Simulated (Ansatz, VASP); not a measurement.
One calculation of BaZrO3, two programs

POSCAR

```
BaZrO3
1.0
    4.3315155616      0.0000000000      0.0000000000
    0.0000000000      4.3315155616      0.0000000000
    0.0000000000      0.0000000000      4.3315155616
Ba Zr O
1 1 3
Direct
    0.0000000000      0.0000000000      0.0000000000
    0.5000000000      0.5000000000      0.5000000000
    0.5000000000      0.5000000000      0.0000000000
    0.5000000000      0.0000000000      0.5000000000
    0.0000000000      0.5000000000      0.5000000000
```

Contents of INCAR.step1:

```
  ALGO = Normal
  EDIFF = 1E-5
  ENCUT = 520
  GGA = PE
  ISIF = 2
  ISMEAR = 0
  LASPH = True
  LREAL = False
  LWAVE = True
  NBANDS = 28
  NELM = 100
  PREC = Accurate
  SIGMA = 0.01
```

File INCAR.step2:

```
  ALGO = Normal
  EDIFF = 1E-7
  ENCUT = 520
  GGA = PE
  HFSCREEN = 0.2079
  ISIF = 2
  ISMEAR = 0
  ISTART = 1
  LASPH = True
  LCHARG = True
  LELF = True
  LHFCALC = True
  LREAL = False
  LVHAR = True
  LWAVE = False
  NBANDS = 28
  NELM = 100
  PREC = Accurate
  PRECFOCK = Fast
  SIGMA = 0.01
```

File KPOINTS:

```
k-points
0
Gamma
  4 4 4
```

Input for Ansatz:

```yaml
crystal:
  lattice:
    - [4.3315155616, 0.0, 0.0]
    - [0.0, 4.3315155616, 0.0]
    - [0.0, 0.0, 4.3315155616]
  atoms:
    - { symbol: Ba, position: [0.0, 0.0, 0.0] }
    - { symbol: Zr, position: [0.5, 0.5, 0.5] }
    - { symbol: O, position: [0.5, 0.5, 0.0] }
    - { symbol: O, position: [0.5, 0.0, 0.5] }
    - { symbol: O, position: [0.0, 0.5, 0.5] }
kpoints:
  mp_grid: { grid: [4, 4, 4] }
  band_path:
    path: [[0.0, 0.0, 0.0], [0.0, 0.5, 0.0], [0.5, 0.5, 0.0], [0.5, 0.5, 0.5]]
    npoints: 1
hamiltonian:
  xc: hse06
scf:
  occupations: { method: fixed }
  n_extra_bands: 5
output:
  forces: true
  stress: true
  eigenvalues: true
  write_density: true
  write_potential: true
  elf: true
  volumetric_format: npy
```

Change from the starting cell: hydrostatic strain +3.0%.

Alike in both runs: task single point; functional HSE06; k mesh 4 × 4 × 4; no spin polarisation.

|  | VASP | Ansatz |
| --- | --- | --- |
| version | VASP 6.6.1 | Ansatz 0.2.0 |
| potentials or method | VASP PAW PBE potentials, release 64 (Ba_sv, Zr_sv, O) | plane waves, PAW |
| plane-wave cutoff (eV) | 520 | 420 |
| occupations | gaussian, width 0.01 eV | fixed |
| valence electrons in the cell | 40 | 40 |

Ansatz gave:

```
gap on the k mesh at the Fermi level (eV) : 4.43
pressure (GPa)                            : -13.1
```

Which values does VASP return?

gap on the k mesh at the Fermi level (eV): 4.40; pressure (GPa): -12.4.

Ansatz's warnings: stress exchange threshold loose, stress scf threshold loose.

Spin-orbit coupling is off throughout.
